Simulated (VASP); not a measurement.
## BaZrO3: single point with PBE

The system is BaZrO3.

```
CELL_PARAMETERS angstrom
8.45362 0.00000 0.00000
0.00000 0.00000 -8.45362
0.00000 8.45362 0.00000
ATOMIC_POSITIONS crystal
Ba 0.00000 0.00000 0.50000
Ba 0.00000 0.50000 0.50000
Ba 0.00000 0.00000 0.00000
Ba 0.00000 0.50000 0.00000
Ba 0.50000 0.00000 0.50000
Ba 0.50000 0.50000 0.50000
Ba 0.50000 0.00000 0.00000
Ba 0.50000 0.50000 0.00000
Zr 0.25000 0.25000 0.25000
Zr 0.25000 0.75000 0.25000
Zr 0.25000 0.25000 0.75000
Zr 0.25000 0.75000 0.75000
Zr 0.75000 0.25000 0.25000
Zr 0.75000 0.75000 0.25000
Zr 0.75000 0.25000 0.75000
Zr 0.75000 0.75000 0.75000
O 0.25000 0.25000 0.00000
O 0.25000 0.75000 0.00000
O 0.25000 0.25000 0.50000
O 0.25000 0.75000 0.50000
O 0.75000 0.25000 0.00000
O 0.75000 0.75000 0.00000
O 0.75000 0.25000 0.50000
O 0.75000 0.75000 0.50000
O 0.25000 0.50000 0.25000
O 0.25000 0.00000 0.25000
O 0.25000 0.50000 0.75000
O 0.25000 0.00000 0.75000
O 0.75000 0.50000 0.25000
O 0.75000 0.00000 0.25000
O 0.75000 0.50000 0.75000
O 0.75000 0.00000 0.75000
O 0.50000 0.25000 0.25000
O 0.50000 0.75000 0.25000
O 0.50000 0.25000 0.75000
O 0.50000 0.75000 0.75000
O 0.00000 0.25000 0.25000
O 0.00000 0.75000 0.25000
O 0.00000 0.25000 0.75000
O 0.00000 0.75000 0.75000
```

```json
{
 "Program": "VASP 6.6.1",
 "Task": "single point",
 "Functional": "PBE",
 "Potentials or basis": "VASP PAW PBE potentials, release 64 (Ba_sv, Zr_sv, O)",
 "Cutoff": "520 eV",
 "k mesh": "2 × 2 × 2, shifted",
 "Occupations": "gaussian, width 0.01 eV",
 "Spin": "no spin polarisation"
}
```

- Pressure: 1.0 GPa
- Band gap on the k mesh: 3.92 eV

Levels at points of the mesh, in eV from the valence-band top:
```tsv
k point	band 158	band 159	band 160	band 161	band 162	band 163
(0.25, 0.25, 0.25)	-0.07	-0.07	0.00	3.92	3.92	3.95
```

It took 4.2 min on 1 thread of Intel(R) Xeon(R) 6975P-C (Granite Rapids), on a shared host, peak memory 0.58 GiB.

Caveat: spin-orbit coupling is left out, which moves the levels of the heavy elements. A k mesh can miss the band edges.
